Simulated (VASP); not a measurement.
# Sb (I4/mcm) in VASP: settings compared, part 2 of 2

VASP 6.6.1. Earlier steps stand in the parts before.

### 3 Single point, PBE0

This run uses another cell than the first one, of 32.22 Å³/atom.

The input, POSCAR:

```
Sb
1.0
   -3.9745619307      3.9745619307      2.0398468051
    3.9745619307     -3.9745619307      2.0398468051
    3.9745619307      3.9745619307     -2.0398468051
Sb
4
Direct
    0.6524215639      0.1524215639      0.8048431279
    0.1524215639      0.3475784361      0.5000000000
    0.3475784361      0.8475784361      0.1951568721
    0.8475784361      0.6524215639      0.5000000000
```

The input, INCAR.step1:

```
SYSTEM = Sb
ALGO = Normal
EDIFF = 1E-5
ENCUT = 520
GGA = PE
ISIF = 2
ISMEAR = -1
LASPH = .True.
LCHARG = .False.
LREAL = .False.
LWAVE = .True.
NBANDS = 18
NELM = 80
PREC = Accurate
SIGMA = 0.05
```

The input, INCAR.step2:

```
SYSTEM = Sb
AEXX = 0.25
ALGO = Normal
EDIFF = 1E-6
ENCUT = 520
GGA = PE
ISIF = 2
ISMEAR = -1
ISTART = 1
LASPH = .True.
LCHARG = .False.
LHFCALC = .True.
LREAL = .False.
LWAVE = .False.
NBANDS = 18
NELM = 80
PREC = Accurate
PRECFOCK = Normal
SIGMA = 0.05
```

The input, KPOINTS:

```
k-points
0
Gamma
  4 4 4
  0 0 0
```

Potentials or basis: VASP PAW PBE potentials, release 64 (Sb).

On the command line:

```sh
> cat potpaw_PBE.64/Sb/POTCAR > POTCAR
> cp INCAR.step1 INCAR
> mpirun -np 1 vasp_std > vasp.out
> cp INCAR.step2 INCAR
> mpirun -np 1 vasp_std > vasp.out
```

OUTCAR:

```text
SYSTEM = Sb
   AEXX = 0.25
   EDIFF = 1E-6
   ENCUT = 520
   GGA = PE
   ISIF = 2
   ISMEAR = -1
   ISTART = 1
   LASPH = .True.
   LHFCALC = .True.
   LREAL = .False.
   NELM = 80
   PREC = Accurate
   PRECFOCK = Normal

 ion  position               nearest neighbor table
   1  0.652  0.152  0.805-   3 3.00   3 3.00   2 3.17   4 3.17   2 3.17   4 3.17   3 3.43
   2  0.152  0.348  0.500-   4 3.00   4 3.00   1 3.17   3 3.17   1 3.17   3 3.17   4 3.43
   3  0.348  0.848  0.195-   1 3.00   1 3.00   2 3.17   4 3.17   4 3.17   2 3.17   1 3.43
   4  0.848  0.652  0.500-   2 3.00   2 3.00   1 3.17   3 3.17   3 3.17   1 3.17   2 3.43

  LATTYP: Found a body centered tetragonal cell.
 ALAT       =     7.9491238614
 C/A-ratio  =     0.5132255682

  Lattice vectors:

 A1 = (  -3.9745619307,   3.9745619307,   2.0398468051)
 A2 = (   3.9745619307,  -3.9745619307,   2.0398468051)
 A3 = (   3.9745619307,   3.9745619307,  -2.0398468051)

Analysis of symmetry for initial positions (statically):
=====================================================================
 Subroutine PRICEL returns:
 Original cell was already a primitive cell.

 Routine SETGRP: Setting up the symmetry group for a
 body centered tetragonal supercell.

 Subroutine GETGRP returns: Found 16 space group operations
 (whereof  8 operations were pure point group operations)
 out of a pool of 16 trial point group operations.

The static configuration has the point symmetry C_4h.
 The point group associated with its full space group is D_4h.

Analysis of symmetry for dynamics (positions and initial velocities):
=====================================================================
 Subroutine PRICEL returns:
 Original cell was already a primitive cell.

 Routine SETGRP: Setting up the symmetry group for a
 body centered tetragonal supercell.

 Subroutine GETGRP returns: Found 16 space group operations
[... 121 lines left out ...]
   GGA     = PE    functional components
   LHFCALC =     T    Hartree Fock is set to
   PRECFOCK=normal    Normal, Fast or Accurate (Low or Medium for compatibility)
   ENCUT4O =  -1.0   cutoff for four orbital integrals eV
   NKREDX  =     1    reduce k-point grid by
   NKREDY  =     1    reduce k-point grid by
   NKREDZ  =     1    reduce k-point grid by
   AEXX    =    0.2500 exact exchange contribution
   HFSCREEN=    0.0000 screening length (either q_TF or 0.3 A-1)
   HFSCREENC=   0.0000 screening length for correlation (either q_TF or 0.3 A-1)
   ENCUTFOCK=  -1.0 apply spherical cutoff to Coloumb kernel
   IVDW    =     0    specifies the selected vdW correction
   LEPSILON=     F    determine dielectric tensor
   LRPA    =     F    only Hartree local field effects (RPA)
 non-spin polarized calculation
  energy-cutoff  :      520.00
  volume of cell :      128.90
 maximum number of plane-waves:      3505
 NGX is ok and might be reduce to    48
  NGX = 36; NGY = 36; NGZ = 36

 number of electron      20.0000000 magnetization

 Free energy of the ion-electron system (eV)
  ---------------------------------------------------
  ext. energy  EPLUGINS =         0.00000000
  ---------------------------------------------------
  free energy    TOTEN  =       -21.19665573 eV

  energy without entropy =      -21.19645892  energy(sigma->0) =      -21.19655733

 E-fermi :   6.1963     XC(G=0):  -7.2099

 val. band max:        5.8421651437   @ k =  -0.2500   0.2500   0.0000
 cond. band min:       6.5314372562   @ k =  -0.2500   0.2500   0.2500
 fundamental gap:      0.6892721124
 Fermi energy:         6.1963002759

 k-point     1 :       0.0000    0.0000    0.0000
  band No.  band energies     occupation
      1      -8.2949      2.00000
      2      -4.5027      2.00000
      3      -2.9652      2.00000
      4      -2.9652      2.00000
      5       0.3221      2.00000
      6       4.0926      2.00000
[... 250 lines left out ...]
      5       0.7341      2.00000
      6       2.2522      2.00000
[... 10 lines left out ...]
     17      10.7537      0.00000
     18      12.0113      0.00000

------------------------ aborting loop because EDIFF is reached ----------------------------------------

  FORCE on cell =-STRESS in cart. coord.  units (eV):
  Direction    XX          YY          ZZ          XY          YZ          ZX
  --------------------------------------------------------------------------------------
  -------------------------------------------------------------------------------------
  Total       -0.7086627     -0.7086627     -0.9923818      0.0000000      0.0000000     -0.0000000
  in kB       -8.8087456     -8.8087456    -12.3354020      0.0000000      0.0000000     -0.0000000
  external PRESSURE =      -9.9842977 kB  Pullay stress =       0.0000000 kB

 VOLUME and BASIS-vectors are now :
 -----------------------------------------------------------------------------
  energy-cutoff  :      520.00
  volume of cell :      128.90
      direct lattice vectors                 reciprocal lattice vectors
    -3.974561931  3.974561931  2.039846805     0.000000000  0.125800027  0.245116446
     3.974561931 -3.974561931  2.039846805     0.125800027  0.000000000  0.245116446
     3.974561931  3.974561931 -2.039846805     0.125800027  0.125800027  0.000000000

 POSITION                                       TOTAL-FORCE (eV/Angst)
 -----------------------------------------------------------------------------------
      1.21162      5.18618     -0.00000        -0.005502     -0.005502     -0.000000
      2.76294      1.21162      0.00000         0.005502     -0.005502      0.000000
      2.76294     -1.21162      2.03985         0.005502      0.005502      0.000000
      1.21162      2.76294      2.03985        -0.005502      0.005502      0.000000
 -----------------------------------------------------------------------------------
    total drift:                                0.000000      0.000000     -0.000000

  FREE ENERGIE OF THE ION-ELECTRON SYSTEM (eV)
  ---------------------------------------------------
  free  energy   TOTEN  =       -21.1966557347 eV

  energy  without entropy=      -21.1964589211  energy(sigma->0) =      -21.19655733
```

Wall time 58 min (1 thread of AMD EPYC 9R45 (Zen 5), shared host); peak memory 0.31 GiB.

What came out:

```yaml
Free_energy: -21.1967 eV
Pressure: -1.0 GPa
Largest_force: 0.008 eV/Å
Band_gap_on_the_k_mesh: zero (bands 10 and 11 overlap by 2.53 eV)
```

Forces in eV/Å, atoms in the order of the input:
```
Sb  -0.006 -0.006  0.000
Sb   0.006 -0.006  0.000
Sb   0.006  0.006  0.000
Sb  -0.006  0.006  0.000
```

Caveat: the k points lie up to 0.43 Å⁻¹ apart, too coarse for converged energies and pressures of a metal; the PAW data sets were made with another functional, which shifts forces and pressure a little; spin-orbit coupling is left out, which moves the levels of the heavy elements.

### 4 Single point, HSE06

The input, POSCAR:

```
Sb
1.0
   -4.0300106443      4.0300106443      2.0254867038
    4.0300106443     -4.0300106443      2.0254867038
    4.0300106443      4.0300106443     -2.0254867038
Sb
4
Direct
    0.6512630600      0.1512630600      0.8025261200
    0.1512630600      0.3487369400      0.5000000000
    0.3487369400      0.8487369400      0.1974738800
    0.8487369400      0.6512630600      0.5000000000
```

The input, INCAR.step1:

```
SYSTEM = Sb
PREC     = Accurate       ! precision mode
ENCUT    = 520            ! plane-wave cutoff, eV
EDIFF    = 1E-5           ! SCF threshold, eV
ISMEAR   = 1              ! smearing method
SIGMA    = 0.1            ! smearing width, eV
LREAL    = .FALSE.        ! projectors in reciprocal space
LASPH    = .TRUE.         ! aspherical terms in the spheres
NELM     = 60             ! most SCF steps
ALGO     = Normal         ! electronic algorithm
ISIF     = 2              ! what is computed and relaxed
LWAVE    = .TRUE.         ! write WAVECAR
LCHARG   = .FALSE.        ! write CHGCAR
GGA      = PE             ! functional
NBANDS   = 18             ! bands
```

The input, INCAR.step2:

```
SYSTEM = Sb
PREC     = Accurate       ! precision mode
ENCUT    = 520            ! plane-wave cutoff, eV
EDIFF    = 1E-6           ! SCF threshold, eV
ISMEAR   = 1              ! smearing method
SIGMA    = 0.1            ! smearing width, eV
LREAL    = .FALSE.        ! projectors in reciprocal space
LASPH    = .TRUE.         ! aspherical terms in the spheres
NELM     = 60             ! most SCF steps
ALGO     = Normal         ! electronic algorithm
ISIF     = 2              ! what is computed and relaxed
LWAVE    = .FALSE.        ! write WAVECAR
LCHARG   = .FALSE.        ! write CHGCAR
GGA      = PE             ! functional
LHFCALC  = .TRUE.         ! exact exchange
HFSCREEN = 0.2079         ! screening, 1/A
PRECFOCK = Normal       
ISTART   = 1            
NBANDS   = 18             ! bands
```

The input, KPOINTS:

```
regular mesh
0
G
  4 4 4
  0 0 0
```

Potentials or basis: VASP PAW PBE potentials, release 64 (Sb).

On the command line:

```sh
> cat potpaw_PBE.64/Sb/POTCAR > POTCAR
> cp INCAR.step1 INCAR
> mpirun -np 1 vasp_std > vasp.out
> cp INCAR.step2 INCAR
> mpirun -np 1 vasp_std > vasp.out
```

OUTCAR:

```text
SYSTEM = Sb
   PREC = Accurate
   ENCUT = 520
   EDIFF = 1E-6
   ISMEAR = 1
   LREAL = .FALSE.
   LASPH = .TRUE.
   NELM = 60
   ISIF = 2
   GGA = PE
   LHFCALC = .TRUE.
   HFSCREEN = 0.2079
   PRECFOCK = Normal
   ISTART = 1

 ion  position               nearest neighbor table
   1  0.651  0.151  0.803-   3 3.03   3 3.03   2 3.17   4 3.17   2 3.17   4 3.17   3 3.45
   2  0.151  0.349  0.500-   4 3.03   4 3.03   1 3.17   3 3.17   1 3.17   3 3.17   4 3.45
   3  0.349  0.849  0.197-   1 3.03   1 3.03   2 3.17   4 3.17   4 3.17   2 3.17   1 3.45
   4  0.849  0.651  0.500-   2 3.03   2 3.03   1 3.17   3 3.17   3 3.17   1 3.17   2 3.45

  LATTYP: Found a body centered tetragonal cell.
 ALAT       =     8.0600212886
 C/A-ratio  =     0.5026008322

  Lattice vectors:

 A1 = (  -4.0300106443,   4.0300106443,   2.0254867038)
 A2 = (   4.0300106443,  -4.0300106443,   2.0254867038)
 A3 = (   4.0300106443,   4.0300106443,  -2.0254867038)

Analysis of symmetry for initial positions (statically):
=====================================================================
 Subroutine PRICEL returns:
 Original cell was already a primitive cell.

 Routine SETGRP: Setting up the symmetry group for a
 body centered tetragonal supercell.

 Subroutine GETGRP returns: Found 16 space group operations
 (whereof  8 operations were pure point group operations)
 out of a pool of 16 trial point group operations.

The static configuration has the point symmetry C_4h.
 The point group associated with its full space group is D_4h.

Analysis of symmetry for dynamics (positions and initial velocities):
=====================================================================
 Subroutine PRICEL returns:
 Original cell was already a primitive cell.

 Routine SETGRP: Setting up the symmetry group for a
 body centered tetragonal supercell.

[... 123 lines left out ...]
   LHFCALC =     T    Hartree Fock is set to
   PRECFOCK=normal    Normal, Fast or Accurate (Low or Medium for compatibility)
   ENCUT4O =  -1.0   cutoff for four orbital integrals eV
   NKREDX  =     1    reduce k-point grid by
   NKREDY  =     1    reduce k-point grid by
   NKREDZ  =     1    reduce k-point grid by
   AEXX    =    0.2500 exact exchange contribution
   HFSCREEN=    0.2079 screening length (either q_TF or 0.3 A-1)
   HFSCREENC=   0.2079 screening length for correlation (either q_TF or 0.3 A-1)
   ENCUTFOCK=  -1.0 apply spherical cutoff to Coloumb kernel
   IVDW    =     0    specifies the selected vdW correction
   LEPSILON=     F    determine dielectric tensor
   LRPA    =     F    only Hartree local field effects (RPA)
 non-spin polarized calculation
 Methfessel and Paxton  Order N= 1 SIGMA  =   0.10
  energy-cutoff  :      520.00
  volume of cell :      131.58
 maximum number of plane-waves:      3571
 NGX is ok and might be reduce to    48
  NGX = 36; NGY = 36; NGZ = 36

 number of electron      20.0000002 magnetization

 Free energy of the ion-electron system (eV)
  ---------------------------------------------------
  ext. energy  EPLUGINS =         0.00000000
  ---------------------------------------------------
  free energy    TOTEN  =       -18.97269539 eV

  energy without entropy =      -18.97557753  energy(sigma->0) =      -18.97365610

 E-fermi :   5.9908     XC(G=0):  -7.5157

 val. band max:        5.9052495861   @ k =  -0.2500   0.2500   0.0000
 cond. band min:       6.0824608199   @ k =  -0.2500   0.2500   0.2500
 fundamental gap:      0.1772112338
 Fermi energy:         5.9908125586

 k-point     1 :       0.0000    0.0000    0.0000
  band No.  band energies     occupation
      1      -7.9791      2.00000
      2      -4.2176      2.00000
      3      -2.8517      2.00000
      4      -2.8517      2.00000
      5       0.5092      2.00000
      6       4.0735      2.00000
[... 250 lines left out ...]
      5       1.0484      2.00000
      6       2.6370      2.00000
[... 10 lines left out ...]
     17      10.3080      0.00000
     18      11.4696      0.00000

------------------------ aborting loop because EDIFF is reached ----------------------------------------

  FORCE on cell =-STRESS in cart. coord.  units (eV):
  Direction    XX          YY          ZZ          XY          YZ          ZX
  --------------------------------------------------------------------------------------
  -------------------------------------------------------------------------------------
  Total       -1.6145790     -1.6145790     -0.3226997      0.0000000      0.0000000      0.0000000
  in kB      -19.6593023    -19.6593023     -3.9292289      0.0000000      0.0000000      0.0000000
  external PRESSURE =     -14.4159445 kB  Pullay stress =       0.0000000 kB

 VOLUME and BASIS-vectors are now :
 -----------------------------------------------------------------------------
  energy-cutoff  :      520.00
  volume of cell :      131.58
      direct lattice vectors                 reciprocal lattice vectors
    -4.030010644  4.030010644  2.025486704     0.000000000  0.124069151  0.246854249
     4.030010644 -4.030010644  2.025486704     0.124069151  0.000000000  0.246854249
     4.030010644  4.030010644 -2.025486704     0.124069151  0.124069151  0.000000000

 POSITION                                       TOTAL-FORCE (eV/Angst)
 -----------------------------------------------------------------------------------
      1.21918      5.24919     -0.00000         0.030158      0.030158      0.000000
      2.81083      1.21918      0.00000        -0.030158      0.030158      0.000000
      2.81083     -1.21918      2.02549        -0.030158     -0.030158     -0.000000
      1.21918      2.81083      2.02549         0.030158     -0.030158      0.000000
 -----------------------------------------------------------------------------------
    total drift:                               -0.000000      0.000000     -0.000000

  FREE ENERGIE OF THE ION-ELECTRON SYSTEM (eV)
  ---------------------------------------------------
  free  energy   TOTEN  =       -18.9726953883 eV

  energy  without entropy=      -18.9755775288  energy(sigma->0) =      -18.97365610
```

OUTCAR.step1:

```text
SYSTEM = Sb
   PREC = Accurate
   ENCUT = 520
   EDIFF = 1E-5
   ISMEAR = 1
   LREAL = .FALSE.
   LASPH = .TRUE.
   NELM = 60
[... 490 lines left out ...]
      2.81083      1.21918      0.00000        -0.055852      0.055852      0.000000
      2.81083     -1.21918      2.02549        -0.055852     -0.055852      0.000000
      1.21918      2.81083      2.02549         0.055852     -0.055852     -0.000000
 -----------------------------------------------------------------------------------
    total drift:                                0.000000     -0.000000      0.000000

  FREE ENERGIE OF THE ION-ELECTRON SYSTEM (eV)
  ---------------------------------------------------
  free  energy   TOTEN  =       -15.4965442306 eV

  energy  without entropy=      -15.5011970869  energy(sigma->0) =      -15.49809518
```

Wall time 60 min (1 thread of Intel Xeon Platinum 8488C (Sapphire Rapids), shared host); peak memory 0.45 GiB.

Results:

| Quantity | Value |
| --- | --- |
| Free energy | -18.9727 eV |
| Pressure | -1.4 GPa |
| Largest force | 0.043 eV/Å |
| Band gap on the k mesh | zero (bands 10 and 11 overlap by 1.97 eV) |

Forces on the atoms (eV/Å):
```
Sb   0.030  0.030  0.000
Sb  -0.030  0.030  0.000
Sb  -0.030 -0.030  0.000
Sb   0.030 -0.030  0.000
```

Levels at points of the mesh, in eV from the Fermi level:
```
           k point  band 7  band 8  band 9  band 10  band 11  band 12  band 13  band 14
(0.00, 0.00, 0.00)   -1.22   -1.22   -1.19    -1.19    -1.19    -0.40     2.95     2.95
(0.50, 0.00, 0.00)   -2.57   -2.57   -1.29    -1.29    -0.56    -0.56     3.01     3.01
(0.50, 0.50, 0.00)   -2.71   -2.62   -1.23     0.25     0.31     2.27     2.30     3.20
(0.50, 0.50, 0.50)   -1.62   -1.62    0.27     0.74     2.06     2.19     2.19     2.37
```

Caveat: the k points lie up to 0.43 Å⁻¹ apart, too coarse for converged energies and pressures of a metal; the PAW data sets were made with another functional, which shifts forces and pressure a little; spin-orbit coupling is left out, which moves the levels of the heavy elements.

### 5 The runs side by side

```csv
level,cell,smearing,share of exact exchange,screening parameter,gap on the mesh (eV),pressure (GPa),largest force (eV/Å)
r2SCAN-based global hybrid with 50 % exact exchange,"a = 6.049 Å, angles 96.4, 96.4, 140.9°, 4 atoms, atomic positions A",fermi-dirac 0.05 eV,0.5,-,none,-5.8,0.07
PBE0,"a = 5.980 Å, angles 96.7, 96.7, 140.1°, 4 atoms, atomic positions B",fermi-dirac 0.05 eV,0.25,-,none,-1.0,0.01
HSE06,"a = 6.049 Å, angles 96.4, 96.4, 140.9°, 4 atoms, atomic positions A",methfessel-paxton 0.1 eV,0.25,0.2079 1/Å,none,-1.4,0.04
```

Alike in all rows: task single point; potentials or basis VASP PAW PBE potentials, release 64 (Sb); no spin polarisation; k mesh 4 × 4 × 4; cutoff (eV) 520.

Caveats: all runs use coarse meshes; the PAW data sets were made with another functional, which shifts forces and pressure a little; spin-orbit coupling is left out, which moves the levels of the heavy elements.

Absolute energies hang on the potentials; compare differences alone.
